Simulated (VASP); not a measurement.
Here is a VASP 6.6.1 calculation.

The input INCAR:

```
PREC = Accurate
ENCUT = 520
EDIFF = 1E-6
ISMEAR = 0
SIGMA = 0.05
LREAL = False
LASPH = True
NELM = 100
ALGO = Normal
ISIF = 2
LWAVE = False
LCHARG = False
GGA = CA
NBANDS = 12
```

File KPOINTS:

```
regular mesh
0
Gamma
  14 14 14
```

The input POSCAR:

```
Sc
1.0
    0.0000000000      2.2600000000      2.2600000000
    2.2600000000      0.0000000000      2.2600000000
    2.2600000000      2.2600000000      0.0000000000
Sc
1
Direct
    0.0000000000      0.0000000000      0.0000000000
```

Potentials or basis: VASP PAW LDA potentials, release 64 (Sc_sv).

Command:

```bash
$ cat potpaw_LDA.64/Sc_sv/POTCAR > POTCAR
$ mpirun -np 1 vasp_std > vasp.out
```

Question: Estimate the pressure.

Answer: -1.7 GPa.
